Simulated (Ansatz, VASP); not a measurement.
# One calculation of Ge, two programs

INCAR

```
SYSTEM = Ge
PREC = Accurate ; ENCUT = 520
EDIFF = 1E-7 ; ISMEAR = 0
SIGMA = 0.15 ; LREAL = .False.
LASPH = .True. ; NELM = 80
ALGO = Normal ; ISIF = 2
LWAVE = .False. ; LCHARG = .True.
GGA = PE ; LELF = .True.
LVHAR = .True. ; NBANDS = 13
```

Contents of KPOINTS:

```
Automatic mesh
0
Gamma
  20 20 18
  0 0 0
```

Contents of POSCAR:

```
Ge
1.0
    1.5368639000     -2.8605676000      0.0000000000
    1.5368639000      2.8605676000      0.0000000000
    0.0000000000      0.0000000000      2.6982310000
Ge
1
Direct
    0.5000000000      0.5000000000      0.0000000000
```

Input for Ansatz:

```yaml
crystal:
  lattice:
    - [1.5368639, -2.8605676, 0.0]
    - [1.5368639, 2.8605676, 0.0]
    - [0.0, 0.0, 2.698231]
  atoms:
    - { symbol: Ge, position: [0.5, 0.5, 0.0] }
basis:
  ecutwfc: 420
kpoints:
  mp_grid: { grid: [20, 20, 18] }
hamiltonian:
  xc: pbe
scf:
  occupations: { method: gaussian, width: 0.15 }
output:
  forces: true
  stress: true
  eigenvalues: true
```

Change from the starting cell: strain +0.1000 x Voigt [1, 1, 0, 0, 0, 0], atoms carried along.

Alike in both runs: task single point; functional PBE; k mesh 20 × 20 × 18; occupations gaussian, width 0.15 eV; no spin polarisation.

|  | VASP | Ansatz |
| --- | --- | --- |
| version | VASP 6.6.1 | Ansatz 0.2.0 |
| potentials or method | VASP PAW PBE potentials, release 64 (Ge_d), cutoff 520 eV | scalar-relativistic, plane waves, PAW |
| valence electrons in the cell | 14 | 14 |

```csv
,VASP,Ansatz,Ansatz less VASP
gap on the k mesh at the Fermi level (eV),none,none,-
pressure (GPa),-7.7,-7.6,+0.08
"traceless stress, the component that is largest in VASP (GPa)",5.19,5.17,-0.024
```

A gap of «none» marks a metal or a gap that the smearing closes. With one functional, cell and mesh, what is left measures potentials, basis and numerics.
